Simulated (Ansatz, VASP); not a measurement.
# CeO2: VASP beside Ansatz

```xyz
3
Lattice="0.0000 2.7359 2.7359 2.7359 0.0000 2.7359 2.7359 2.7359 0.0000" Properties=species:S:1:pos:R:3 pbc="T T T"
Ce    0.0000    0.0000    0.0000
O     1.3680    1.3680    1.3680
O     4.1039    4.1039    4.1039
```

Alike in both runs: task single point; functional PBE; k mesh 12 × 12 × 12; occupations gaussian, width 0.05 eV; no spin polarisation; Hubbard terms Ce f U = 5.0 eV.

|  | VASP | Ansatz |
| --- | --- | --- |
| version | VASP 6.6.1 | Ansatz 0.2.0 |
| potentials or method | VASP PAW PBE potentials, release 64 (Ce, O), cutoff 520 eV | scalar-relativistic, plane waves, PAW |
| valence electrons in the cell | 24 | 24 |

VASP gave:

| Item | Value |
| --- | --- |
| gap on the k mesh at the Fermi level (eV) | 2.30 |
| least direct gap on the mesh (eV) | 2.50 |
| pressure (GPa) | 3.0 |

Task: Estimate Ansatz's values.

Result: gap on the k mesh at the Fermi level (eV): 2.27; least direct gap on the mesh (eV): 2.42; pressure (GPa): 0.0.

The programs project onto different local orbitals, so the same U acts differently, and such runs can settle in different states.

Spin-orbit coupling is off throughout.
